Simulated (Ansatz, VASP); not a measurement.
Two plane-wave programs on WS2

```
W S
1.0
     3.18000    0.00000    0.00000
    -1.59000    2.75396    0.00000
     0.00000    0.00000   12.50000
W S
2 4
Direct
  0.66667 0.33333 0.75800
  0.33333 0.66667 0.25000
  0.66667 0.33333 0.37500
  0.33333 0.66667 0.87500
  0.66667 0.33333 0.12500
  0.33333 0.66667 0.62500
```

Alike in both runs: task single point; functional LDA; k mesh 11 × 11 × 3; occupations gaussian, width 0.02 eV; no spin polarisation.

```csv
,VASP,Ansatz
version,VASP 6.6.1,Ansatz 0.2.0
potentials or method,"VASP PAW LDA potentials, release 64 (W_sv, S), cutoff 500 eV","scalar-relativistic, plane waves, PAW"
valence electrons in the cell,52,52
```

|  | VASP | Ansatz | Ansatz less VASP |
| --- | --- | --- | --- |
| pressure (GPa) | -4.8 | -5.2 | -0.36 |
| traceless stress, the component that is largest in VASP (GPa) | 1.12 | 1.10 | -0.012 |
| rms of the force components (eV/Å) | 0.902 | 0.901 | -0.0008 |

LDA's correlation is that of Perdew and Zunger in VASP and of Perdew and Wang (1992) in Ansatz. Atom by atom the forces differ by 0.022 eV/Å (rms over components). Ansatz's warnings: stress scf threshold loose.

Neither program's run includes spin-orbit coupling.
